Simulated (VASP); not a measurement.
# Si in VASP: relaxation of the atoms with PBEsol

Aim: the relaxation of the atoms of Si with PBEsol.

Program: VASP 6.6.1. These are calculated values, not measurements. Logs are shortened: lines on timing, memory, paths and dates and some standing lists are left out, and cuts for length are marked.

**1. The cell of the first run**

The cell holds a slab with vacuum, 6 atoms: a = 3.842 Å, b = 3.842 Å, c = 24.058 Å, α = 90.00°, β = 90.00°, γ = 120.00°.

**2. Relaxation of the atoms, PBEsol**

Input file INCAR:

```
SYSTEM = Si
PREC = Accurate
ENCUT = 450
EDIFF = 1E-7
ISMEAR = 0
SIGMA = 0.05
LREAL = .FALSE.
LASPH = .TRUE.
NELM = 120
ALGO = Normal
ISIF = 2
LWAVE = .FALSE.
LCHARG = .FALSE.
LDIPOL = .TRUE.
IDIPOL = 3
DIPOL = 0.5 0.5 0.500
GGA = PS
IBRION = 2
NSW = 90
EDIFFG = -0.03
GGA_COMPAT = .FALSE.
NELMIN = 4
NELMDL = -8
```

Input file KPOINTS:

```
regular mesh
0
G
  9 9 1
  0 0 0
```

Input file POSCAR:

```
Si
1.0
    3.8417168319      0.0000000000      0.0000000000
   -1.9208584160      3.3270243706      0.0000000000
    0.0000000000      0.0000000000     24.0576844809
Si
6
Selective dynamics
Direct
    0.3333333333      0.6666666667      0.3533174611  F F F
    0.0000000000      0.0000000000      0.3859135808  F F F
    0.0000000000      0.0000000000      0.4837019401  F F F
    0.6666666667      0.3333333333      0.5162980599  T T T
    0.6666666667      0.3333333333      0.6140864192  T T T
    0.3333333333      0.6666666667      0.6466825389  T T T
```

Potentials or basis: VASP PAW PBE potentials, release 64 (Si).

Launch:

```
cat potpaw_PBE.64/Si/POTCAR > POTCAR
mpirun -np 1 vasp_std > vasp.out
```

OUTCAR:

```text
SYSTEM = Si
   PREC = Accurate
   ENCUT = 450
   EDIFF = 1E-7
   ISMEAR = 0
   LREAL = .FALSE.
   LASPH = .TRUE.
   NELM = 120
   ISIF = 2
   GGA = PS
   IBRION = 2
   NSW = 90
   EDIFFG = -0.03
   NELMIN = 4
   NELMDL = -8

 ion  position               nearest neighbor table
   1  0.333  0.667  0.353-   2 2.35   2 2.35   2 2.35
   2  0.000  0.000  0.386-   1 2.35   1 2.35   1 2.35   3 2.35
   3  0.000  0.000  0.484-   4 2.35   2 2.35   4 2.35   4 2.35
   4  0.667  0.333  0.516-   3 2.35   5 2.35   3 2.35   3 2.35
   5  0.667  0.333  0.614-   6 2.35   6 2.35   6 2.35   4 2.35
   6  0.333  0.667  0.647-   5 2.35   5 2.35   5 2.35

  LATTYP: Found a hexagonal cell.
 ALAT       =     3.8417168319
 C/A-ratio  =     6.2622222130

  Lattice vectors:

 A1 = (   3.8417168319,   0.0000000000,   0.0000000000)
 A2 = (  -1.9208584160,   3.3270243706,   0.0000000000)
 A3 = (   0.0000000000,   0.0000000000,  24.0576844809)

Analysis of symmetry for initial positions (statically):
=====================================================================
 Subroutine PRICEL returns:
 Original cell was already a primitive cell.

 Routine SETGRP: Setting up the symmetry group for a
 hexagonal supercell.

 Subroutine GETGRP returns: Found 12 space group operations
 (whereof  6 operations were pure point group operations)
 out of a pool of 24 trial point group operations.

The static configuration has the point symmetry C_3v.
 The point group associated with its full space group is D_3d.

Analysis of symmetry for dynamics (positions and initial velocities):
=====================================================================
 Subroutine PRICEL returns:
 Original cell was already a primitive cell.

 Routine SETGRP: Setting up the symmetry group for a
 hexagonal supercell.

 Subroutine GETGRP returns: Found 12 space group operations
 (whereof  6 operations were pure point group operations)
 out of a pool of 24 trial point group operations.

The dynamic configuration has the point symmetry C_3v.
 The point group associated with its full space group is D_3d.

Analysis of constrained symmetry for selective dynamics:
=====================================================================
 Subroutine PRICEL returns:
 Original cell was already a primitive cell.

 Routine SETGRP: Setting up the symmetry group for a
 hexagonal supercell.

 Subroutine GETGRP returns: Found  6 space group operations
 (whereof  6 operations were pure point group operations)
 out of a pool of 24 trial point group operations.

The constrained configuration has the point symmetry C_3v.

 Subroutine INISYM returns: Found  6 space group operations
 (whereof  6 operations are pure point group operations),
 and found     1 'primitive' translations

----------------------------------------------------------------------------------------

                                     Primitive cell

  volume of cell :     307.4929

  direct lattice vectors                    reciprocal lattice vectors
     3.841716832  0.000000000  0.000000000     0.260300289  0.150284442  0.000000000
    -1.920858416  3.327024371  0.000000000     0.000000000  0.300568883  0.000000000
     0.000000000  0.000000000 24.057684481     0.000000000  0.000000000  0.041566760

  length of vectors
     3.841716832  3.841716832 24.057684481     0.300568883  0.300568883  0.041566760

  position of ions in fractional coordinates (direct lattice)
[... 40 lines left out ...]
 Found     12 irreducible k-points:

 Following reciprocal coordinates:
            Coordinates               Weight
  0.000000  0.000000  0.000000      1.000000
  0.111111 -0.000000  0.000000      6.000000
  0.222222  0.000000  0.000000      6.000000
  0.333333  0.000000  0.000000      6.000000
  0.444444  0.000000  0.000000      6.000000
  0.111111  0.111111  0.000000      6.000000
  0.222222  0.111111  0.000000     12.000000
  0.333333  0.111111  0.000000     12.000000
  0.444444  0.111111  0.000000      6.000000
  0.222222  0.222222  0.000000      6.000000
  0.333333  0.222222  0.000000     12.000000
  0.333333  0.333333  0.000000      2.000000
   k-points           NKPTS =     12   k-points in BZ     NKDIM =     12   number of bands    NBANDS=     16
   number of dos      NEDOS =    301   number of ions     NIONS =      6
   total plane-waves  NPLWV = 131712
   dimension x,y,z NGX =    28 NGY =   28 NGZ =  168
   dimension x,y,z NGXF=    56 NGYF=   56 NGZF=  336
   ions per type =               6
   NGX,Y,Z   is equivalent  to a cutoff of  12.12, 12.12, 11.61 a.u.
   NGXF,Y,Z  is equivalent  to a cutoff of  24.23, 24.23, 23.22 a.u.
 SYSTEM =  Si
   PREC   = accura    normal or accurate (medium, high low for compatibility)
   ISTART =      0    job   : 0-new  1-cont  2-samecut
   ICHARG =      2    charge: 1-file 2-atom 10-const
   ISPIN  =      1    spin polarized calculation?
   LNONCOLLINEAR =      F non collinear calculations
   LSORBIT =      F    spin-orbit coupling
   LASPH  =      T    aspherical Exc in radial PAW
   ENCUT  =  450.0 eV  33.07 Ry    5.75 a.u.   6.64  6.64 41.61*2*pi/ulx,y,z
   NELM   =    120;   NELMIN=  4; NELMDL= -8     # of ELM steps
   EDIFF  = 0.1E-06   stopping-criterion for ELM
   LREAL  =      F    real-space projection
   EDIFFG = -.3E-01   stopping-criterion for IOM
   NSW    =     90    number of steps for IOM
   IBRION =      2    ionic relax: 0-MD 1-quasi-New 2-CG
   NFREE  =      1    steps in history (QN), initial steepest desc. (CG)
   ISIF   =      2    stress and relaxation
   ISYM   =      2    0-nonsym 1-usesym 2-fastsym
   POTIM  = 0.5000    time-step for ionic-motion
   TEBEG  =    0.0;   TEEND  =   0.0 temperature during run
   PSTRESS=    0.0 pullay stress
   NELECT =      24.0000    total number of electrons
   NUPDOWN=      -1.0000    fix difference up-down
   EMIN   =  10.00;   EMAX   =-10.00  energy-range for DOS
   EFERMI =   0.00;   METHOD = LEGACY
   ISMEAR =     0;   SIGMA  =   0.05  broadening in eV -4-tet -1-fermi 0-gaus
   EFERMI_NEDOS =   21; number of points for ismear=-14 and -15
   IALGO  =     38    algorithm
   IMIX   =      4    mixing-type and parameters
     AMIX     =   0.40;   BMIX     =  1.00
     AMIX_MAG =   1.60;   BMIX_MAG =  1.00
  volume/ion in A,a.u.               =      51.25       345.84
  Fermi-wavevector in a.u.,A,eV,Ry     =   0.699627  1.322104  6.659761  0.489479
  Thomas-Fermi vector in A             =   1.783558
   LORBIT       =      0    0 simple, 1 ext, 2 COOP (PROOUT), +10 PAW based schemes
   GGA     = PS    functional components
   LHFCALC =     F    Hartree Fock is set to
   AEXX    =    0.0000 exact exchange contribution
   IVDW    =     0    specifies the selected vdW correction
   LEPSILON=     F    determine dielectric tensor
   LRPA    =     F    only Hartree local field effects (RPA)
 conjugate gradient relaxation of ions
 non-spin polarized calculation
 Gauss-broadening in eV      SIGMA  =   0.05
  energy-cutoff  :      450.00
  volume of cell :      307.49
 maximum number of plane-waves:      6731
 NGX is ok and might be reduce to    28
   NGX = 13   NGY = 13   NGZ = 83

--------------------------------------- Ionic step        1  -------------------------------------------

 number of electron      23.9999999 magnetization

 dipolmoment           0.000000      0.000000      0.000000 electrons x Angstroem

 Free energy of the ion-electron system (eV)
  ---------------------------------------------------
  ext. energy  EPLUGINS =         0.00000000
  ---------------------------------------------------
  free energy    TOTEN  =       -31.88162572 eV

  energy without entropy =      -31.87574149  energy(sigma->0) =      -31.87868361

------------------------ aborting loop because EDIFF is reached ----------------------------------------

  FORCE on cell =-STRESS in cart. coord.  units (eV):
  Direction    XX          YY          ZZ          XY          YZ          ZX
  --------------------------------------------------------------------------------------
  -------------------------------------------------------------------------------------
  Total       -1.1037429     -1.1037429      0.4964561      0.0000000      0.0000000      0.0000000
  in kB       -5.7509995     -5.7509995      2.5867609      0.0000000      0.0000000      0.0000000
  external PRESSURE =      -2.9717461 kB  Pullay stress =       0.0000000 kB
[... 109 lines left out ...]
 number of electron      24.0000000 magnetization

------------------------ aborting loop because EDIFF is reached ----------------------------------------

 vacuum level on the upper side and lower side of the slab       (xc-potential included)        -0.097        -0.014

  FORCE on cell =-STRESS in cart. coord.  units (eV):
  Direction    XX          YY          ZZ          XY          YZ          ZX
  --------------------------------------------------------------------------------------
  -------------------------------------------------------------------------------------
  Total       -0.6243063     -0.6243063     -0.0030964      0.0000000      0.0000000      0.0000000
  in kB       -3.2529181     -3.2529181     -0.0161335      0.0000000      0.0000000      0.0000000
  external PRESSURE =      -2.1739899 kB  Pullay stress =       0.0000000 kB
[... 107 lines left out ...]
--------------------------------------- Ionic step        7  -------------------------------------------

 number of electron      23.9999999 magnetization

 dipolmoment           0.000000      0.000000     -0.009435 electrons x Angstroem

 Free energy of the ion-electron system (eV)
  ---------------------------------------------------
  ext. energy  EPLUGINS =         0.00000000
  ---------------------------------------------------
  free energy    TOTEN  =       -31.91665441 eV

  energy without entropy =      -31.91063274  energy(sigma->0) =      -31.91364358

 E-fermi :  -0.7315     XC(G=0):  -4.3408

 val. band max:       -0.7450792051   @ k =   0.4444   0.1111   0.0000
 cond. band min:      -0.7156950920   @ k =   0.2222   0.2222   0.0000
 fundamental gap:      0.0293841131
 Fermi energy:        -0.7315299069

 k-point     1 :       0.0000    0.0000    0.0000
  band No.  band energies     occupation
      1     -12.3934      2.00000
      2     -11.6183      2.00000
      3     -10.6774      2.00000
      4      -6.5903      2.00000
      5      -4.3170      2.00000
      6      -1.7730      2.00000
[... 207 lines left out ...]
      5      -7.5584      2.00000
      6      -7.3519      2.00000
[... 8 lines left out ...]
     15       1.8721      0.00000
     16       3.1406      0.00000

------------------------ aborting loop because EDIFF is reached ----------------------------------------

 vacuum level on the upper side and lower side of the slab       (xc-potential included)        -0.075         0.055

  FORCE on cell =-STRESS in cart. coord.  units (eV):
  Direction    XX          YY          ZZ          XY          YZ          ZX
  --------------------------------------------------------------------------------------
  -------------------------------------------------------------------------------------
  Total       -0.5710282     -0.5710282      0.1658352      0.0000000      0.0000000      0.0000000
  in kB       -2.9753152     -2.9753152      0.8640766      0.0000000      0.0000000      0.0000000
  external PRESSURE =      -1.6955179 kB  Pullay stress =       0.0000000 kB
[... 21 lines left out ...]
  FREE ENERGIE OF THE ION-ELECTRON SYSTEM (eV)
  ---------------------------------------------------
  free  energy   TOTEN  =       -31.9166544124 eV

  energy  without entropy=      -31.9106327443  energy(sigma->0) =      -31.91364358

 reached required accuracy - stopping structural energy minimisation

 vacuum level on the upper side and lower side of the slab         4.067         4.199
```

Wall time 6.4 min (1 thread of AMD EPYC 7R43 (Zen 3), shared host); peak memory 0.32 GiB.

What came out:

```
Free energy               : -31.9167 eV
Energy gained by relaxing : 5.8 meV/atom
Ionic steps               : 7
Band gap on the k mesh    : zero (bands 12 and 13 overlap by 0.03 eV)
```

The path:
```csv
step,energy change (eV),largest force on free atoms (eV/Å),pressure (GPa)
1,0.0000,0.7620,-0.30
2,-0.0294,0.2398,-0.24
3,-0.0323,0.1419,-0.22
4,-0.0323,0.1511,-0.22
5,-0.0340,0.0888,-0.20
6,-0.0349,0.0308,-0.18
7,-0.0350,0.0272,-0.17
```

Final structure:
```xyz
6
Lattice="3.8417 0.0000 0.0000 -1.9209 3.3270 0.0000 0.0000 0.0000 24.0577" Properties=species:S:1:pos:R:3 pbc="T T T"
Si    0.0000    2.2180    8.5000
Si    0.0000    0.0000    9.2842
Si    0.0000    0.0000   11.6368
Si    1.9209    1.1090   12.4115
Si    1.9209    1.1090   14.8271
Si    0.0000    2.2180   15.5024
```

Levels at points of the mesh, in eV from the Fermi level:
```
           k point  band 9  band 10  band 11  band 12  band 13  band 14  band 15  band 16
(0.00, 0.00, 0.00)   -0.62    -0.62    -0.10    -0.10     0.95     1.69     2.52     2.87
```

Caveat: the PAW data sets were made with another functional, which shifts forces and pressure a little.

The gap in the log of VASP goes by the Fermi energy; the results here count the filled bands.